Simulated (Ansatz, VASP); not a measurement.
**Two plane-wave programs on TiO2**

```xyz
6
Lattice="2.6806 -2.7284 -0.0617 2.6753 2.7231 -0.0544 -2.7091 0.0091 4.8053" Properties=species:S:1:pos:R:3 pbc="T T T"
Ti    1.9811    2.0046    1.0811
Ti    0.6959   -1.9785    3.5700
O    -0.6118   -0.6903    3.2107
O     3.4529    0.7311    1.4529
O     2.1277   -0.7749    3.9719
O     0.6326    0.7775    0.8160
```

Change from the starting cell: kmesh displaced: [4, 4, 4] Gamma-centred.

Alike in both runs: task single point; functional PBE; k mesh 4 × 4 × 4; occupations gaussian, width 0.02 eV; no spin polarisation.

```csv
,VASP,Ansatz
version,VASP 6.6.1,Ansatz 0.2.0
potentials or method,"VASP PAW PBE potentials, release 64 (Ti_sv, O), cutoff 520 eV","scalar-relativistic, plane waves, PAW"
valence electrons in the cell,48,48
```

|  | VASP | Ansatz | Ansatz less VASP |
| --- | --- | --- | --- |
| gap on the k mesh at the Fermi level (eV) | 2.19 | 2.21 | +0.021 |
| least direct gap on the mesh (eV) | 2.60 | 2.62 | +0.020 |
| pressure (GPa) | 2.7 | 2.0 | -0.70 |
| traceless stress, the component that is largest in VASP (GPa) | 5.38 | 5.36 | -0.020 |
| rms of the force components (eV/Å) | 0.632 | 0.616 | -0.0160 |

Atom by atom the forces differ by 0.031 eV/Å (rms over components).

The k mesh is coarse, so the values compare programs but aren't converged.
